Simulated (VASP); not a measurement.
Set up this calculation in VASP 6.6.1, as the native input.

| Item | Value |
| --- | --- |
| Task | electric field gradients |
| Functional | LDA |
| Potentials or basis | VASP PAW LDA potentials, release 64 (B, W_sv) |
| Cutoff | 520 eV |
| k mesh | 14 × 14 × 12 |
| Occupations | fermi-dirac, width 0.05 eV |
| Spin | no spin polarisation |
| Dipole correction | no |
| Further INCAR settings | ALGO = Normal; EDIFF = 1e-08; NBANDS = 17 |

The structure of B2W lies in POSCAR:

```
B2W
1.0
    2.9583514398      0.0000000000      0.0000000000
   -1.4791757200      2.5620075002      0.0000000000
    0.0000000000      0.0000000000      2.9877376316
B W
2 1
Direct
    0.3333333333      0.6666666667      0.5000000000
    0.6666666667      0.3333333333      0.5000000000
    0.0000000000      0.0000000000      0.0000000000
```

This cell differs from its parent crystal: volume scaled by 0.94.

The input as run:

INCAR

```
SYSTEM = B2W
PREC = Accurate
ENCUT = 520
EDIFF = 1E-8
ISMEAR = -1
SIGMA = 0.05
LREAL = .False.
LASPH = .True.
NELM = 80
ALGO = Normal
ISIF = 2
LWAVE = .False.
LCHARG = .False.
GGA = CA
LEFG = .True.
NBANDS = 17
```

KPOINTS

```
Automatic mesh
0
Gamma
  14 14 12
  0 0 0
```

Potentials or basis: VASP PAW LDA potentials, release 64 (B, W_sv).

The run is started by

```sh
$ cat potpaw_LDA.64/B/POTCAR potpaw_LDA.64/W_sv/POTCAR > POTCAR
$ mpirun -np 1 vasp_std > vasp.out
```

Results of the run:

```
Pressure               : 56.0 GPa
Band gap on the k mesh : zero (band 10 reaches 16.91 eV, above the bottom of band 11 at 11.69 eV)
```

Caveat: without QUAD_EFG the Cq values of the log hold for a quadrupole moment of 1 mb, not for the nuclei; spin-orbit coupling is left out, which moves the levels of the heavy elements.

It took 29 s on 1 thread of AMD EPYC 9R45 96-Core Processor (Zen 5), with other jobs on the host, peak memory 0.15 GiB.
